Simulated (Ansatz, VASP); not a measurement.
## GaN in VASP and in Ansatz

```
Ga N
1.0
     0.00000    2.31640    2.24894
     2.31640    0.00000    2.24894
     2.31640    2.31640    0.00000
Ga N
1 1
Direct
  0.00000 0.00000 0.00000
  0.75000 0.75000 0.75000
```

Change from the starting cell: strain +0.030 along x and y, +0.000 along z, atoms carried along.

Alike in both runs: task single point; functional r2SCAN; k mesh 10 × 10 × 10; occupations gaussian, width 0.05 eV; no spin polarisation.

```csv
,VASP,Ansatz
version,VASP 6.6.1,Ansatz 0.2.0
potentials or method,"VASP PAW PBE potentials, release 64 (Ga_d, N), cutoff 520 eV","scalar-relativistic, plane waves, PAW"
valence electrons in the cell,18,18
```

Ansatz gave:

* gap on the k mesh at the Fermi level (eV): 1.68
* least direct gap on the mesh (eV): 1.68
* pressure (GPa): -10.3
* traceless stress, the component that is largest in VASP (GPa): 2.50

Q: What did VASP give for the same quantities?

A: gap on the k mesh at the Fermi level (eV): 1.68; least direct gap on the mesh (eV): 1.68; pressure (GPa): -9.3; traceless stress, the component that is largest in VASP (GPa): 2.43.

VASP's potentials were made for PBE, not for r2SCAN.
